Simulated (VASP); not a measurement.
A run of VASP 6.6.1:

Contents of POSCAR:

```
Ca
1.0
   -2.2624000000      2.2624000000      2.2400000000
    2.2624000000     -2.2624000000      2.2400000000
    2.2624000000      2.2624000000     -2.2400000000
Ca
1
Direct
    0.0000000000      0.0000000000      0.0000000000
```

Contents of INCAR.step1:

```
  PREC = Accurate
  ENCUT = 520
  ISMEAR = 0
  SIGMA = 0.15
  LREAL = False
  LASPH = True
  NELM = 60
  NBANDS = 11
  GGA = PE
  ALGO = Normal
  EDIFF = 1E-4
  LWAVE = True
  LCHARG = False
```

File INCAR.step2:

```
  PREC = Accurate
  ENCUT = 520
  EDIFF = 1E-7
  ISMEAR = 0
  SIGMA = 0.15
  LREAL = False
  LASPH = True
  NELM = 60
  ALGO = Normal
  ISIF = 2
  LWAVE = False
  LCHARG = False
  METAGGA = R2SCAN
  LMIXTAU = True
  NBANDS = 11
  ISTART = 1
```

File KPOINTS:

```
Automatic mesh
0
Gamma
  16 16 16
```

Potentials or basis: VASP PAW PBE potentials, release 64 (Ca_sv).

The run is started by

```console
$ cat potpaw_PBE.64/Ca_sv/POTCAR > POTCAR
$ cp INCAR.step1 INCAR
$ mpirun -np 1 vasp_std > vasp.out
$ cp INCAR.step2 INCAR
$ mpirun -np 1 vasp_std > vasp.out
```

Hardware: 1 thread of Intel(R) Xeon(R) 6975P-C (Granite Rapids) (shared host).

Q: How long does it take, and how much memory?

A: Run time: 5.3 min on 1 thread of Intel(R) Xeon(R) 6975P-C (Granite Rapids) (shared host), peak memory 0.3 GiB. Counts: k points 349.
